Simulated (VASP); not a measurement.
# Al3B2P (P6/mmm) in VASP: a series of runs

Runs on Al3B2P. Level: PBE. Tasks: single point, relaxation of cell and atoms.

Everything below comes from runs of VASP 6.6.1. Logs are shortened: lines on timing, memory, paths and dates and some standing lists are left out, and cuts for length are marked.

## Step 1: The cell of the first run

It takes space group P6/mmm (No. 191, hexagonal). Conventional cell: a = 4.276 Å, b = 4.276 Å, c = 6.198 Å, α = 90.00°, β = 90.00°, γ = 120.00°. Within 2.8 Å of Al (site symmetry mmm) lie 2 P at 2.14 Å and 4 Al at 2.14 Å. Within 2.4 Å of B (site symmetry 6mm) lie 1 B at 1.85 Å and 1 P at 2.18 Å. P (site symmetry 6/mmm) has 6 Al at 2.14 Å and 2 B at 2.18 Å within 2.8 Å.

## Step 2: Single point, PBE

File INCAR:

```
SYSTEM = Al3B2P
ALGO = Normal ; EDIFF = 1E-7
ENCUT = 520 ; GGA = PE
ISIF = 2 ; ISMEAR = 0
LASPH = .TRUE. ; LCHARG = .TRUE.
LELF = .TRUE. ; LREAL = .FALSE.
LVHAR = .TRUE. ; LWAVE = .FALSE.
NBANDS = 19 ; NELM = 60
PREC = Accurate ; SIGMA = 0.1
```

File KPOINTS:

```
k-points
0
G
  6 6 4
  0 0 0
```

File POSCAR:

```
Al3B2P
1.0
    4.2758448000      0.0000000000      0.0000000000
   -2.1379224000      3.7029902200      0.0000000000
    0.0000000000      0.0000000000      6.1978036800
Al B P
3 2 1
Direct
    0.5000000000      0.0000000000      0.0000000000
    0.0000000000      0.5000000000      0.0000000000
    0.5000000000      0.5000000000      0.0000000000
    0.0000000000      0.0000000000      0.3511496500
    0.0000000000      0.0000000000      0.6488503500
    0.0000000000      0.0000000000      0.0000000000
```

Potentials or basis: VASP PAW PBE potentials, release 64 (Al, B, P).

Command:

```bash
$ cat potpaw_PBE.64/Al/POTCAR potpaw_PBE.64/B/POTCAR potpaw_PBE.64/P/POTCAR > POTCAR
$ mpirun -np 1 vasp_std > vasp.out
```

OUTCAR:

```text
SYSTEM = Al3B2P
   EDIFF = 1E-7
   ENCUT = 520
   GGA = PE
   ISIF = 2
   ISMEAR = 0
   LASPH = .TRUE.
   LREAL = .FALSE.
   NELM = 60
   PREC = Accurate

 ion  position               nearest neighbor table
   1  0.500  0.000  0.000-   6 2.14   6 2.14   2 2.14   3 2.14   3 2.14   2 2.14
   2  0.000  0.500  0.000-   3 2.14   3 2.14   6 2.14   6 2.14   1 2.14   1 2.14
   3  0.500  0.500  0.000-   2 2.14   2 2.14   6 2.14   1 2.14   1 2.14   6 2.14
   4  0.000  0.000  0.351-   5 1.85   6 2.18
   5  0.000  0.000  0.649-   4 1.85   6 2.18
   6  0.000  0.000  0.000-   1 2.14   1 2.14   3 2.14   2 2.14   2 2.14   3 2.14   5 2.18   4 2.18

  LATTYP: Found a hexagonal cell.
 ALAT       =     4.2758448000
 C/A-ratio  =     1.4494921986

  Lattice vectors:

 A1 = (   4.2758448000,   0.0000000000,   0.0000000000)
 A2 = (  -2.1379224000,   3.7029902200,   0.0000000000)
 A3 = (   0.0000000000,   0.0000000000,   6.1978036800)

Analysis of symmetry for initial positions (statically):
=====================================================================
 Subroutine PRICEL returns:
 Original cell was already a primitive cell.

 Routine SETGRP: Setting up the symmetry group for a
 hexagonal supercell.

 Subroutine GETGRP returns: Found 24 space group operations
 (whereof 24 operations were pure point group operations)
 out of a pool of 24 trial point group operations.

The static configuration has the point symmetry D_6h.

Analysis of symmetry for dynamics (positions and initial velocities):
=====================================================================
 Subroutine PRICEL returns:
 Original cell was already a primitive cell.

 Routine SETGRP: Setting up the symmetry group for a
 hexagonal supercell.

 Subroutine GETGRP returns: Found 24 space group operations
 (whereof 24 operations were pure point group operations)
 out of a pool of 24 trial point group operations.

The dynamic configuration has the point symmetry D_6h.

 Subroutine INISYM returns: Found 24 space group operations
 (whereof 24 operations are pure point group operations),
 and found     1 'primitive' translations

----------------------------------------------------------------------------------------

                                     Primitive cell

  volume of cell :      98.1324

  direct lattice vectors                    reciprocal lattice vectors
     4.275844800  0.000000000  0.000000000     0.233871912  0.135026011  0.000000000
    -2.137922400  3.702990220  0.000000000     0.000000000  0.270052023  0.000000000
     0.000000000  0.000000000  6.197803680     0.000000000  0.000000000  0.161347479

  length of vectors
     4.275844800  4.275844800  6.197803680     0.270052023  0.270052023  0.161347479

  position of ions in fractional coordinates (direct lattice)
     0.500000000  0.000000000  0.000000000
     1.000000000  0.500000000  0.000000000
     0.500000000  0.500000000  0.000000000
     0.000000000  0.000000000  0.351149650
     0.000000000  0.000000000  0.648850350
     0.000000000  0.000000000  0.000000000

  ion indices of the primitive-cell ions
   primitive index   ion index
                 1           1
                 2           2
                 3           3
                 4           4
                 5           5
                 6           6

----------------------------------------------------------------------------------------

 KPOINTS: k-points

Automatic generation of k-mesh.
 Grid dimensions read from file:
 generate k-points for:    6    6    4

 Generating k-lattice:

  Cartesian coordinates                     Fractional coordinates (reciprocal lattice)
     0.038978652  0.022504335  0.000000000     0.166666667  0.000000000  0.000000000
     0.000000000  0.045008670  0.000000000     0.000000000  0.166666667  0.000000000
     0.000000000  0.000000000  0.040336870     0.000000000  0.000000000  0.250000000

  Length of vectors
     0.045008671  0.045008670  0.040336870

  Shift w.r.t. Gamma in fractional coordinates (k-lattice)
     0.000000000  0.000000000  0.000000000

 Subroutine IBZKPT returns following result:
 ===========================================

 Found     21 irreducible k-points:

 Following reciprocal coordinates:
            Coordinates               Weight
  0.000000  0.000000  0.000000      1.000000
  0.166667  0.000000  0.000000      6.000000
  0.333333  0.000000  0.000000      6.000000
  0.500000 -0.000000  0.000000      3.000000
  0.166667  0.166667  0.000000      6.000000
  0.333333  0.166667  0.000000     12.000000
[... 13 lines left out ...]
  0.333333  0.166667  0.500000     12.000000
  0.333333  0.333333  0.500000      2.000000
   k-points           NKPTS =     21   k-points in BZ     NKDIM =     21   number of bands    NBANDS=     19
   number of dos      NEDOS =    301   number of ions     NIONS =      6
   total plane-waves  NPLWV =  49152
   dimension x,y,z NGX =    32 NGY =   32 NGZ =   48
   dimension x,y,z NGXF=    64 NGYF=   64 NGZF=   96
   ions per type =               3   2   1
   NGX,Y,Z   is equivalent  to a cutoff of  12.44, 12.44, 12.88 a.u.
   NGXF,Y,Z  is equivalent  to a cutoff of  24.88, 24.88, 25.75 a.u.
 SYSTEM =  Al3B2P
   PREC   = accura    normal or accurate (medium, high low for compatibility)
   ISTART =      0    job   : 0-new  1-cont  2-samecut
   ICHARG =      2    charge: 1-file 2-atom 10-const
   ISPIN  =      1    spin polarized calculation?
   LNONCOLLINEAR =      F non collinear calculations
   LSORBIT =      F    spin-orbit coupling
   LASPH  =      T    aspherical Exc in radial PAW
   ENCUT  =  520.0 eV  38.22 Ry    6.18 a.u.   7.95  7.95 11.52*2*pi/ulx,y,z
   NELM   =     60;   NELMIN=  2; NELMDL= -5     # of ELM steps
   EDIFF  = 0.1E-06   stopping-criterion for ELM
   LREAL  =      F    real-space projection
   EDIFFG = 0.1E-05   stopping-criterion for IOM
   NSW    =      0    number of steps for IOM
   IBRION =     -1    ionic relax: 0-MD 1-quasi-New 2-CG
   NFREE  =      0    steps in history (QN), initial steepest desc. (CG)
   ISIF   =      2    stress and relaxation
   ISYM   =      2    0-nonsym 1-usesym 2-fastsym
   POTIM  = 0.5000    time-step for ionic-motion
   TEBEG  =    0.0;   TEEND  =   0.0 temperature during run
   PSTRESS=    0.0 pullay stress
   NELECT =      20.0000    total number of electrons
   NUPDOWN=      -1.0000    fix difference up-down
   EMIN   =  10.00;   EMAX   =-10.00  energy-range for DOS
   EFERMI =   0.00;   METHOD = LEGACY
   ISMEAR =     0;   SIGMA  =   0.10  broadening in eV -4-tet -1-fermi 0-gaus
   EFERMI_NEDOS =   21; number of points for ismear=-14 and -15
   IALGO  =     38    algorithm
   IMIX   =      4    mixing-type and parameters
     AMIX     =   0.40;   BMIX     =  1.00
     AMIX_MAG =   1.60;   BMIX_MAG =  1.00
  volume/ion in A,a.u.               =      16.36       110.37
  Fermi-wavevector in a.u.,A,eV,Ry     =   0.963416  1.820593 12.628537  0.928171
  Thomas-Fermi vector in A             =   2.092960
   LORBIT       =      0    0 simple, 1 ext, 2 COOP (PROOUT), +10 PAW based schemes
   GGA     = PE    functional components
   LHFCALC =     F    Hartree Fock is set to
   AEXX    =    0.0000 exact exchange contribution
   IVDW    =     0    specifies the selected vdW correction
   LEPSILON=     F    determine dielectric tensor
   LRPA    =     F    only Hartree local field effects (RPA)
 non-spin polarized calculation
 Gauss-broadening in eV      SIGMA  =   0.10
  energy-cutoff  :      520.00
  volume of cell :       98.13
 maximum number of plane-waves:      2660
 NGX is ok and might be reduce to    32
   NGX = 15   NGY = 15   NGZ = 23

 number of electron      20.0000000 magnetization

 Free energy of the ion-electron system (eV)
  ---------------------------------------------------
  ext. energy  EPLUGINS =         0.00000000
  ---------------------------------------------------
  free energy    TOTEN  =       -14.95577285 eV

  energy without entropy =      -14.94304900  energy(sigma->0) =      -14.94941092

 E-fermi :   4.9901     XC(G=0):  -9.1082

 val. band max:        4.9585934221   @ k =   0.5000  -0.0000   0.5000
 cond. band min:       4.9954136774   @ k =   0.1667   0.0000   0.2500
 fundamental gap:      0.0368202553
 Fermi energy:         4.9900608641

 k-point     1 :       0.0000    0.0000    0.0000
  band No.  band energies     occupation
      1     -10.3065      2.00000
      2      -3.0079      2.00000
      3      -2.1610      2.00000
      4      -1.7649      2.00000
      5      -1.7649      2.00000
      6      -0.0456      2.00000
[... 11 lines left out ...]
     18      10.5942      0.00000
     19      11.0909      0.00000

 k-point     2 :       0.1667    0.0000    0.0000
  band No.  band energies     occupation
      1     -10.0962      2.00000
      2      -3.1490      2.00000
      3      -2.8518      2.00000
      4      -2.0548      2.00000
      5      -1.9757      2.00000
      6       0.4555      2.00000
[... 11 lines left out ...]
     18      11.0823      0.00000
     19      11.6906      0.00000

 k-point     3 :       0.3333    0.0000    0.0000
  band No.  band energies     occupation
      1      -9.5660      2.00000
      2      -4.8115      2.00000
      3      -2.4793      2.00000
      4      -2.3316      2.00000
      5      -1.8505      2.00000
      6      -0.4604      2.00000
[... 11 lines left out ...]
     18      10.7247      0.00000
     19      12.4083      0.00000

 k-point     4 :       0.5000   -0.0000    0.0000
  band No.  band energies     occupation
      1      -9.1980      2.00000
      2      -5.5858      2.00000
      3      -2.4862      2.00000
      4      -2.2462      2.00000
      5      -1.7375      2.00000
      6      -0.7827      2.00000
[... 11 lines left out ...]
     18      12.0485      0.00000
     19      12.0542      0.00000

 k-point     5 :       0.1667    0.1667    0.0000
  band No.  band energies     occupation
      1      -9.7205      2.00000
      2      -4.2357      2.00000
      3      -2.8178      2.00000
      4      -2.5835      2.00000
      5      -1.9029      2.00000
      6       0.6462      2.00000
[... 11 lines left out ...]
     18      11.2802      0.00000
     19      11.9639      0.00000

 k-point     6 :       0.3333    0.1667    0.0000
  band No.  band energies     occupation
      1      -9.2198      2.00000
      2      -5.2203      2.00000
      3      -3.5603      2.00000
      4      -2.2553      2.00000
      5      -1.7358      2.00000
      6       0.6535      2.00000
[... 11 lines left out ...]
     18      10.8294      0.00000
     19      11.9570      0.00000

 k-point     7 :       0.3333    0.3333    0.0000
  band No.  band energies     occupation
      1      -9.0245      2.00000
      2      -4.8121      2.00000
      3      -4.8121      2.00000
      4      -2.1350      2.00000
      5      -1.6778      2.00000
      6       2.3675      2.00000
[... 11 lines left out ...]
     18      10.7412      0.00000
     19      12.2463      0.00000

 k-point     8 :       0.0000    0.0000    0.2500
  band No.  band energies     occupation
      1     -10.2991      2.00000
      2      -3.5663      2.00000
      3      -1.7550      2.00000
      4      -1.7550      2.00000
      5      -1.1773      2.00000
      6      -0.0424      2.00000
[... 190 lines left out ...]
 k-point    17 :       0.3333    0.0000    0.5000
  band No.  band energies     occupation
      1      -9.5507      2.00000
      2      -4.7948      2.00000
      3      -3.3825      2.00000
      4      -2.3114      2.00000
      5      -0.4595      2.00000
      6       0.1186      2.00000
[... 11 lines left out ...]
     18      11.0797      0.00000
     19      11.4385      0.00000

 k-point    18 :       0.5000   -0.0000    0.5000
  band No.  band energies     occupation
      1      -9.1824      2.00000
      2      -5.5697      2.00000
      3      -3.1808      2.00000
      4      -2.4659      2.00000
      5      -0.7828      2.00000
      6       0.2389      2.00000
[... 11 lines left out ...]
     18      11.5524      0.00000
     19      12.3509      0.00000

 k-point    19 :       0.1667    0.1667    0.5000
  band No.  band energies     occupation
      1      -9.7052      2.00000
      2      -4.2182      2.00000
      3      -3.4745      2.00000
      4      -2.7997      2.00000
      5       0.0687      2.00000
      6       0.6551      2.00000
[... 11 lines left out ...]
     18      10.8867      0.00000
     19      11.4498      0.00000

 k-point    20 :       0.3333    0.1667    0.5000
  band No.  band energies     occupation
      1      -9.2043      2.00000
      2      -5.2040      2.00000
      3      -3.5430      2.00000
      4      -3.1878      2.00000
      5       0.2307      2.00000
      6       0.6596      2.00000
[... 11 lines left out ...]
     18      10.9163      0.00000
     19      11.6147      0.00000

 k-point    21 :       0.3333    0.3333    0.5000
  band No.  band energies     occupation
      1      -9.0088      2.00000
      2      -4.7957      2.00000
      3      -4.7957      2.00000
      4      -3.0850      2.00000
      5       0.2932      2.00000
      6       2.2473      2.00000
[... 11 lines left out ...]
     18      11.4845      0.00000
     19      11.8629      0.00000

------------------------ aborting loop because EDIFF is reached ----------------------------------------

  FORCE on cell =-STRESS in cart. coord.  units (eV):
  Direction    XX          YY          ZZ          XY          YZ          ZX
  --------------------------------------------------------------------------------------
  -------------------------------------------------------------------------------------
  Total       47.1678749     47.1678750    -13.5273850      0.0000000     -0.0000000     -0.0000000
  in kB      770.0954882    770.0954885   -220.8574837      0.0000000     -0.0000000     -0.0000000
  external PRESSURE =     439.7778310 kB  Pullay stress =       0.0000000 kB

 VOLUME and BASIS-vectors are now :
 -----------------------------------------------------------------------------
  energy-cutoff  :      520.00
  volume of cell :       98.13
      direct lattice vectors                 reciprocal lattice vectors
     4.275844800  0.000000000  0.000000000     0.233871912  0.135026011  0.000000000
    -2.137922400  3.702990220  0.000000000     0.000000000  0.270052023  0.000000000
     0.000000000  0.000000000  6.197803680     0.000000000  0.000000000  0.161347479

 POSITION                                       TOTAL-FORCE (eV/Angst)
 -----------------------------------------------------------------------------------
      2.13792      0.00000      0.00000         0.000000      0.000000      0.000000
     -1.06896      1.85150      0.00000         0.000000      0.000000      0.000000
      1.06896      1.85150      0.00000         0.000000      0.000000      0.000000
      0.00000      0.00000      2.17636         0.000000     -0.000000      1.149922
      0.00000      0.00000      4.02145        -0.000000      0.000000     -1.149922
      0.00000      0.00000      0.00000         0.000000      0.000000      0.000000
 -----------------------------------------------------------------------------------
    total drift:                                0.000000      0.000000     -0.000000

  FREE ENERGIE OF THE ION-ELECTRON SYSTEM (eV)
  ---------------------------------------------------
  free  energy   TOTEN  =       -14.9557728497 eV

  energy  without entropy=      -14.9430489984  energy(sigma->0) =      -14.94941092
```

Wall time 19 s (1 thread of Intel Xeon 6975P-C (Granite Rapids), shared host); peak memory 0.22 GiB.

What came out:

* Free energy: -14.9558 eV
* Pressure: 44.0 GPa
* Largest force: 1.150 eV/Å
* Band gap on the k mesh: zero (band 10 reaches 5.28 eV, above the bottom of band 11 at 4.56 eV)

Forces on the atoms (eV/Å):
```
Al   0.000  0.000  0.000
Al   0.000  0.000  0.000
Al   0.000  0.000  0.000
B    0.000  0.000  1.150
B    0.000  0.000 -1.150
P    0.000  0.000  0.000
```

Caveat: forces of over 1 eV/Å act on the atoms, so gaps and moduli don't describe the material at rest.

## Step 3: Single point, PBE

This run uses another cell than the first one, of 21.71 Å³/atom, 1.327 times its volume.

File INCAR:

```
PREC = Accurate
ENCUT = 520
EDIFF = 1E-7
ISMEAR = 0
SIGMA = 0.1
LREAL = F
LASPH = T
NELM = 100
ALGO = Normal
ISIF = 2
LWAVE = F
LCHARG = F
GGA = PE
NBANDS = 19
```

File KPOINTS:

```
regular mesh
0
Gamma
  6 6 4
```

File POSCAR:

```
Al3B2P
1.0
    5.4590804347      0.0000000000      0.0000000000
   -2.7295402173      4.7277023377      0.0000000000
    0.0000000000      0.0000000000      5.0474830095
Al B P
3 2 1
Direct
    0.5000000000      0.0000000000      0.0000000000
    0.0000000000      0.5000000000      0.0000000000
    0.5000000000      0.5000000000      0.0000000000
    0.0000000000      0.0000000000      0.3470393442
    0.0000000000      0.0000000000      0.6529606558
    0.0000000000      0.0000000000      0.0000000000
```

Potentials or basis: VASP PAW PBE potentials, release 64 (Al, B, P).

Command:

```bash
$ cat potpaw_PBE.64/Al/POTCAR potpaw_PBE.64/B/POTCAR potpaw_PBE.64/P/POTCAR > POTCAR
$ mpirun -np 1 vasp_std > vasp.out
```

It took 29 s on 1 thread of Intel Xeon 6975P-C (Granite Rapids), shared host; peak memory 0.25 GiB.

It converged, with:

```yaml
Free_energy: -24.4824 eV
Pressure: 0.1 GPa
Largest_force: 0.013 eV/Å
Band_gap_on_the_k_mesh: zero (band 10 reaches 3.85 eV, above the bottom of band 11 at 1.63 eV)
```

Forces on the atoms (eV/Å):
```
Al   0.000  0.000  0.000
Al   0.000  0.000  0.000
Al   0.000  0.000  0.000
B    0.000  0.000 -0.013
B    0.000  0.000  0.013
P    0.000  0.000  0.000
```

Stress tensor (GPa, compression positive):
```
 0.24  0.00  0.00
 0.00  0.24  0.00
 0.00  0.00 -0.05
```

Levels at points of the mesh, in eV from the Fermi level:
| k point | band 7 | band 8 | band 9 | band 10 | band 11 | band 12 | band 13 | band 14 |
| --- | --- | --- | --- | --- | --- | --- | --- | --- |
| (0.00, 0.00, 0.00) | -2.66 | -1.90 | -1.90 | 0.29 | 0.92 | 0.92 | 1.44 | 1.44 |
| (0.50, 0.00, 0.00) | -1.81 | -0.67 | -0.27 | 0.48 | 0.64 | 0.97 | 1.52 | 1.57 |
| (0.00, 0.00, 0.50) | -2.57 | -1.71 | -1.71 | -1.68 | -1.68 | -0.86 | 1.49 | 3.07 |
| (0.50, 0.00, 0.50) | -2.90 | -1.92 | -1.28 | -0.36 | 0.63 | 1.49 | 1.63 | 2.00 |

(Part 1 of 2 ends here.)
